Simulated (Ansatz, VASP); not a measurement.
## Te6Mo3H: VASP beside Ansatz

Contents of INCAR:

```
SYSTEM = Te6Mo3H
ALGO = Normal ; EDIFF = 1E-6
ENCUT = 400 ; GGA = PS
GGA_COMPAT = .FALSE. ; ISIF = 2
ISMEAR = 0 ; IVDW = 12
LASPH = .TRUE. ; LCHARG = .FALSE.
LREAL = .FALSE. ; LWAVE = .FALSE.
NBANDS = 50 ; NELM = 120
PREC = Accurate ; SIGMA = 0.05
```

KPOINTS

```
k-points
0
G
  9 9 2
  0 0 0
```

Contents of POSCAR:

```
Te6Mo3H
1.0
    3.4334342720      0.0000000000      0.0000000000
   -1.7167171360      2.9734413017      0.0000000000
    0.0000000000      0.0000000000     20.7704294686
Te Mo H
6 3 1
Direct
    0.0000000000      0.0000000000      0.9125759363
    0.3333333333      0.6666666667      0.5917818730
    0.3333333333      0.6666666667      0.2333053354
    0.3333333333      0.6666666667      0.7666946646
    0.3333333333      0.6666666667      0.4082181270
    0.0000000000      0.0000000000      0.0874240637
    0.0000000000      0.0000000000      0.6791511892
    0.0000000000      0.0000000000      0.3208488108
    0.3333333333      0.6666666667      0.0000000000
   -0.3023098300     -0.5261549150      0.7523436347
```

Input for Ansatz:

```yaml
crystal:
  lattice:
    - [3.433434272, 0.0, 0.0]
    - [-1.716717136, 2.9734413017, 0.0]
    - [0.0, 0.0, 20.7704294686]
  atoms:
    - { symbol: Te, position: [0.0, 0.0, 0.9125759363] }
    - { symbol: Te, position: [0.3333333333, 0.6666666667, 0.591781873] }
    - { symbol: Te, position: [0.3333333333, 0.6666666667, 0.2333053354] }
    - { symbol: Te, position: [0.3333333333, 0.6666666667, 0.7666946646] }
    - { symbol: Te, position: [0.3333333333, 0.6666666667, 0.408218127] }
    - { symbol: Te, position: [0.0, 0.0, 0.0874240637] }
    - { symbol: Mo, position: [0.0, 0.0, 0.6791511892] }
    - { symbol: Mo, position: [0.0, 0.0, 0.3208488108] }
    - { symbol: Mo, position: [0.3333333333, 0.6666666667, 0.0] }
    - { symbol: H, position: [-0.30230983, -0.526154915, 0.7523436347] }
basis:
  ecutwfc: 420
kpoints:
  mp_grid: { grid: [9, 9, 2] }
hamiltonian:
  xc: pbesol
  pseudopotentials: { kind: paw, azcp: { folder: soft_1 } }
  dispersion: d3bj
scf:
  occupations: { method: gaussian, width: 0.05 }
output:
  forces: true
  stress: true
  eigenvalues: true
  write_density: true
  write_potential: true
  elf: true
  volumetric_format: npy
```

Alike in both runs: task single point; functional PBEsol; dispersion D3(BJ); k mesh 9 × 9 × 2; occupations gaussian, width 0.05 eV; no spin polarisation.

```csv
,VASP,Ansatz
version,VASP 6.6.1,Ansatz 0.2.0
potentials or method,"VASP PAW PBE potentials, release 64 (Te, Mo_sv, H), cutoff 400 eV","scalar-relativistic, plane waves, PAW"
valence electrons in the cell,79,139
```

|  | VASP | Ansatz | Ansatz less VASP |
| --- | --- | --- | --- |
| gap on the k mesh at the Fermi level (eV) | none | none | - |
| pressure (GPa) | 3.0 | 3.1 | +0.04 |
| traceless stress, the component that is largest in VASP (GPa) | 2.04 | 2.01 | -0.024 |
| rms of the force components (eV/Å) | 0.555 | 0.539 | -0.0157 |

VASP's potentials were made for PBE, not for PBEsol, and Ansatz warns of the same on its side. Atom by atom the forces differ by 0.023 eV/Å (rms over components). A gap of «none» marks a metal or a gap that the smearing closes. VASP's potentials hold 79 valence electrons a cell and Ansatz's 139, so a difference there can come from the potentials and not from the codes.

Neither program's run includes spin-orbit coupling.
